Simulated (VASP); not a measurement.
# Al in VASP: a series of runs

Runs on Al. Level: PBE. Tasks: single point.

All numbers are computed with VASP 6.6.1; they aren't measurements. Logs are shortened: lines on timing, memory, paths and dates and some standing lists are left out, and cuts for length are marked.

### 1 The cell of the first run

The typed cell holds 2 atoms: a = 3.848 Å, b = 3.848 Å, c = 2.869 Å, α = 90.00°, β = 131.97°, γ = 90.00°.

### 2 Single point, PBE

INCAR reads:

```
SYSTEM = Al
  PREC = Accurate
  ENCUT = 520
  EDIFF = 1E-7
  ISMEAR = 0
  SIGMA = 0.1
  LREAL = .FALSE.
  LASPH = .TRUE.
  NELM = 80
  ALGO = Fast
  ISIF = 2
  LWAVE = .FALSE.
  LCHARG = .FALSE.
  GGA = PE
  NBANDS = 10
```

KPOINTS reads:

```
regular mesh
0
G
  9 9 16
  0 0 0
```

POSCAR reads:

```
Al
1.0
    3.8482904239      0.0000000000      0.0047199140
    0.0000000000      3.8482933184      0.0000000000
   -1.9215165400      0.0000000000      2.1308580725
Al
2
Direct
    0.0000000000      0.0000000000      0.0000000000
    0.5000000000      0.5000000000      0.0000000000
```

Potentials or basis: VASP PAW PBE potentials, release 64 (Al).

Launch:

```
$ cat potpaw_PBE.64/Al/POTCAR > POTCAR
$ mpirun -np 1 vasp_std > vasp.out
```

OUTCAR:

```text
SYSTEM = Al
   PREC = Accurate
   ENCUT = 520
   EDIFF = 1E-7
   ISMEAR = 0
   LREAL = .FALSE.
   LASPH = .TRUE.
   NELM = 80
   ISIF = 2
   GGA = PE

 ion  position               nearest neighbor table
   1  0.000  0.000  0.000-   2 2.72   2 2.72   2 2.72   2 2.72   2 2.87   2 2.87   2 2.87   2 2.87

   2  0.500  0.500  0.000-   1 2.72   1 2.72   1 2.72   1 2.72   1 2.87   1 2.87   1 2.87   1 2.87

  LATTYP: Found a simple monoclinic cell.
 ALAT       =     2.8692824780
 B/A-ratio  =     1.3412040633
 C/A-ratio  =     1.0024487246
 COS(beta)  =    -0.1027858587

  Lattice vectors:

 A1 = (  -1.9215165400,   0.0000000000,   2.1308580725)
 A2 = (   0.0000000000,   3.8482933184,   0.0000000000)
 A3 = (  -1.9267738839,   0.0000000000,  -2.1355779865)

Analysis of symmetry for initial positions (statically):
=====================================================================
 Subroutine PRICEL returns following result:

  LATTYP: Found a base centered monoclinic cell.
 ALAT       =     3.8482933184
 B/A-ratio  =     1.0000000000
 C/A-ratio  =     0.7455986955
 COS(beta)  =    -0.6687740304

  Lattice vectors:

 A1 = (   1.9241452120,  -1.9241466592,   0.0023599570)
 A2 = (   1.9241452120,   1.9241466592,   0.0023599570)
 A3 = (  -1.9215165400,   0.0000000000,   2.1308580725)

   2 primitive cells build up your supercell.

 Routine SETGRP: Setting up the symmetry group for a
 simple monoclinic supercell.

 Subroutine GETGRP returns: Found  4 space group operations
 (whereof  4 operations were pure point group operations)
 out of a pool of  4 trial point group operations.

The static configuration has the point symmetry C_2h.

Analysis of symmetry for dynamics (positions and initial velocities):
=====================================================================
 Subroutine PRICEL returns following result:

  LATTYP: Found a base centered monoclinic cell.
 ALAT       =     3.8482933184
 B/A-ratio  =     1.0000000000
 C/A-ratio  =     0.7455986955
 COS(beta)  =    -0.6687740304

  Lattice vectors:

 A1 = (   1.9241452120,  -1.9241466592,   0.0023599570)
 A2 = (   1.9241452120,   1.9241466592,   0.0023599570)
 A3 = (  -1.9215165400,   0.0000000000,   2.1308580725)

   2 primitive cells build up your supercell.

 Routine SETGRP: Setting up the symmetry group for a
 simple monoclinic supercell.

[... 101 lines left out ...]
   NELM   =     80;   NELMIN=  2; NELMDL= -5     # of ELM steps
   EDIFF  = 0.1E-06   stopping-criterion for ELM
   LREAL  =      F    real-space projection
   EDIFFG = 0.1E-05   stopping-criterion for IOM
   NSW    =      0    number of steps for IOM
   IBRION =     -1    ionic relax: 0-MD 1-quasi-New 2-CG
   NFREE  =      0    steps in history (QN), initial steepest desc. (CG)
   ISIF   =      2    stress and relaxation
   ISYM   =      2    0-nonsym 1-usesym 2-fastsym
   POTIM  = 0.5000    time-step for ionic-motion
   TEBEG  =    0.0;   TEEND  =   0.0 temperature during run
   PSTRESS=    0.0 pullay stress
   NELECT =       6.0000    total number of electrons
   NUPDOWN=      -1.0000    fix difference up-down
   EMIN   =  10.00;   EMAX   =-10.00  energy-range for DOS
   EFERMI =   0.00;   METHOD = LEGACY
   ISMEAR =     0;   SIGMA  =   0.10  broadening in eV -4-tet -1-fermi 0-gaus
   EFERMI_NEDOS =   21; number of points for ismear=-14 and -15
   IALGO  =     68    algorithm
   IMIX   =      4    mixing-type and parameters
     AMIX     =   0.40;   BMIX     =  1.00
     AMIX_MAG =   1.60;   BMIX_MAG =  1.00
  volume/ion in A,a.u.               =      15.80       106.60
  Fermi-wavevector in a.u.,A,eV,Ry     =   0.941026  1.778282 12.048371  0.885530
  Thomas-Fermi vector in A             =   2.068496
   LORBIT       =      0    0 simple, 1 ext, 2 COOP (PROOUT), +10 PAW based schemes
   GGA     = PE    functional components
   LHFCALC =     F    Hartree Fock is set to
   AEXX    =    0.0000 exact exchange contribution
   IVDW    =     0    specifies the selected vdW correction
   LEPSILON=     F    determine dielectric tensor
   LRPA    =     F    only Hartree local field effects (RPA)
 non-spin polarized calculation
 RMM-DIIS sequential band-by-band and
 Gauss-broadening in eV      SIGMA  =   0.10
  energy-cutoff  :      520.00
  volume of cell :       31.59
 maximum number of plane-waves:       867
 NGX is ok and might be reduce to    30
   NGX = 15   NGY = 15   NGZ = 11

 number of electron       6.0000000 magnetization

 Free energy of the ion-electron system (eV)
  ---------------------------------------------------
  ext. energy  EPLUGINS =         0.00000000
  ---------------------------------------------------
  free energy    TOTEN  =        -7.44447181 eV

  energy without entropy =       -7.44197094  energy(sigma->0) =       -7.44322137

 E-fermi :   8.4635     XC(G=0): -10.3548

 val. band max:        8.4544584328   @ k =  -0.4444   0.0000   0.3750
 cond. band min:       8.4734866255   @ k =   0.1111   0.4444   0.1875
 fundamental gap:      0.0190281927
 Fermi energy:         8.4635395077

 k-point     1 :       0.0000    0.0000    0.0000
  band No.  band energies     occupation
      1      -2.9760      2.00000
      2       5.9730      2.00000
      3       7.5756      2.00000
      4      13.3409      0.00000
      5      13.4556      0.00000
      6      14.0998      0.00000
      7      17.3314      0.00000
      8      20.6553      0.00000
      9      21.8632      0.00000
     10      21.8649      0.00000
[... 287 lines left out ...]
 k-point    24 :       0.3333    0.4444   -0.0000
  band No.  band energies     occupation
      1       0.9498      2.00000
      2       2.0227      2.00000
      3       6.7151      2.00000
      4       7.7521      2.00000
      5      16.5732      0.00000
      6      17.5181      0.00000
      7      18.4660      0.00000
      8      19.6498      0.00000
      9      20.3390      0.00000
     10      20.3699      0.00000

 [... further k-points ...]
[... 5 lines left out ...]
  --------------------------------------------------------------------------------------
  -------------------------------------------------------------------------------------
  Total        1.3460800      1.3649117     -0.0056236      0.0000000      0.0000000      0.0061466
  in kB       68.2670060     69.2220653     -0.2852026      0.0000000      0.0000000      0.3117254
  external PRESSURE =      45.7346229 kB  Pullay stress =       0.0000000 kB

 VOLUME and BASIS-vectors are now :
 -----------------------------------------------------------------------------
  energy-cutoff  :      520.00
  volume of cell :       31.59
      direct lattice vectors                 reciprocal lattice vectors
     3.848290424  0.000000000  0.004719914     0.259568564  0.000000000  0.234067813
     0.000000000  3.848293318  0.000000000     0.000000000  0.259855452  0.000000000
    -1.921516540  0.000000000  2.130858073    -0.000574952  0.000000000  0.468776045

 POSITION                                       TOTAL-FORCE (eV/Angst)
 -----------------------------------------------------------------------------------
      0.00000      0.00000      0.00000        -0.000000      0.000000      0.000000
      1.92415      1.92415      0.00236         0.000000     -0.000000      0.000000
 -----------------------------------------------------------------------------------
    total drift:                                0.000000     -0.000000      0.000000

  FREE ENERGIE OF THE ION-ELECTRON SYSTEM (eV)
  ---------------------------------------------------
  free  energy   TOTEN  =        -7.4444718071 eV

  energy  without entropy=       -7.4419709359  energy(sigma->0) =       -7.44322137
```

OSZICAR:

```text
N       E                     dE             d eps       ncg     rms          rms(c)
DAV:   1    -0.982971224637E-01   -0.98297E-01   -0.21460E+03  7332   0.437E+02
DAV:   2    -0.732540328498E+01   -0.72271E+01   -0.69540E+01  9584   0.557E+01
DAV:   3    -0.748879736162E+01   -0.16339E+00   -0.16261E+00  9424   0.651E+00
DAV:   4    -0.748952874393E+01   -0.73138E-03   -0.73133E-03  8788   0.490E-01
DAV:   5    -0.748953508359E+01   -0.63397E-05   -0.63390E-05  8830   0.440E-02    0.194E+00
RMM:   6    -0.746339743025E+01    0.26138E-01   -0.22108E-03  7394   0.282E-01    0.114E+00
RMM:   7    -0.744447943057E+01    0.18918E-01   -0.67976E-03  7708   0.476E-01    0.161E-01
RMM:   8    -0.744447061081E+01    0.88198E-05   -0.30383E-04  7974   0.121E-01    0.199E-02
RMM:   9    -0.744447379174E+01   -0.31809E-05   -0.45989E-05  8272   0.479E-02    0.189E-02
RMM:  10    -0.744447431720E+01   -0.52546E-06   -0.92140E-06  8452   0.209E-02    0.809E-03
RMM:  11    -0.744447081223E+01    0.35050E-05   -0.19166E-06  8507   0.800E-03    0.227E-02
RMM:  12    -0.744447192577E+01   -0.11135E-05   -0.56072E-07  8331   0.561E-03    0.800E-03
RMM:  13    -0.744447178624E+01    0.13953E-06   -0.14380E-07  6755   0.227E-03    0.223E-03
RMM:  14    -0.744447180712E+01   -0.20877E-07   -0.40589E-08  4950   0.149E-03
   1 F= -.74444718E+01 E0= -.74432214E+01  d E =-.250087E-02
```

stdout:

```text
POSCAR found type information on POSCAR Al
 POSCAR found :  1 types and       2 ions
 scaLAPACK will be used
 LDA part: xc-table for (Slater+PW92), standard interpolation
 POSCAR, INCAR and KPOINTS ok, starting setup
 FFT: planning ... GRIDC
 FFT: planning ... GRID_SOFT
 FFT: planning ... GRID
 WAVECAR not read
 entering main loop
```

It took 3.2 min on 1 thread of AMD EPYC 7R13, shared host; peak memory 0.19 GiB.

Results:

```yaml
Free_energy: -7.4445 eV
Pressure: 4.6 GPa
Band_gap_on_the_k_mesh: zero (bands 3 and 4 overlap by 10.44 eV)
```

Stress tensor (GPa, compression positive):
```
 6.83  0.00  0.03
 0.00  6.92  0.00
 0.03  0.00 -0.03
```

Caveat: the cell stands under pressure.

### 3 Single point, PBE

INCAR reads:

```
ALGO = Fast ; EDIFF = 1E-6
ENCUT = 520 ; GGA = PE
ISIF = 2 ; ISMEAR = 0
ISYM = 0 ; LASPH = True
LCHARG = True ; LELF = True
LREAL = False ; LVHAR = True
LWAVE = False ; NBANDS = 10
NELM = 100 ; PREC = Accurate
SIGMA = 0.1
```

KPOINTS reads:

```
k-points
0
Gamma
  9 9 16
```

POSCAR is that of step 2.

Potentials or basis: VASP PAW PBE potentials, release 64 (Al).

Launch:

```
$ cat potpaw_PBE.64/Al/POTCAR > POTCAR
$ mpirun -np 1 vasp_std > vasp.out
```

Run time: 4.2 min. Hardware: 1 thread of AMD EPYC 7R13, shared host; peak memory 0.25 GiB.

The run converged. Its results:

| Property | Result |
| --- | --- |
| Free energy | -7.4445 eV |
| Pressure | 4.6 GPa |
| Band gap on the k mesh | zero (bands 3 and 4 overlap by 10.44 eV) |

Stress tensor (GPa, compression positive):
```
 6.83  0.00  0.03
 0.00  6.93  0.00
 0.03  0.00 -0.03
```

Levels at points of the mesh, in eV from the Fermi level:
```csv
k point,band 1,band 2,band 3,band 4,band 5,band 6,band 7
"(0.00, 0.00, 0.00)",-11.44,-2.49,-0.89,4.88,4.99,5.64,8.87
"(0.00, 0.00, 0.50)",-3.95,-3.01,-2.49,-0.89,4.88,4.99,5.63
```

Caveat: the cell stands under pressure.

### 4 Single point, PBE

This run uses another cell than the first one, of 15.87 Å³/atom.

INCAR reads:

```
ALGO = Fast
EDIFF = 1E-6
ENCUT = 520
GGA = PE
ISIF = 2
ISMEAR = 0
ISYM = 0
LASPH = T
LCHARG = F
LREAL = F
LWAVE = F
NBANDS = 10
NELM = 80
PREC = Accurate
SIGMA = 0.1
```

KPOINTS is that of step 3.

POSCAR reads:

```
Al
1.0
    3.8482933184      0.0000000000      0.0000000000
    0.0000000000      3.8482933184      0.0000000000
   -1.9241466592      0.0000000000      2.1432383304
Al
2
Direct
    0.0000000000      0.0000000000      0.0000000000
    0.5000000000      0.5000000000      0.0000000000
```

Launch:

```
$ cat potpaw_PBE.64/Al/POTCAR > POTCAR
$ mpirun -np 1 vasp_std > vasp.out
```

Run time: 3.9 min. Hardware: 1 thread of AMD EPYC 7R13, shared host; peak memory 0.25 GiB.

The run converged. Its results:

```
Free energy            : -7.4440 eV
Pressure               : 4.2 GPa
Band gap on the k mesh : zero (bands 3 and 4 overlap by 10.36 eV)
```

Stress tensor (GPa, compression positive):
```
 6.76  0.00  0.12
 0.00  6.73  0.00
 0.12  0.00 -0.87
```

Levels at points of the mesh, in eV from the Fermi level:
```tsv
k point	band 1	band 2	band 3	band 4	band 5	band 6	band 7	band 8
(0.00, 0.00, 0.00)	-11.40	-2.45	-0.85	4.82	4.99	5.62	8.80	12.15
(0.00, 0.00, 0.50)	-3.97	-3.06	-2.45	-0.85	4.82	4.99	5.62	6.15
```

Caveat: the cell stands under pressure.
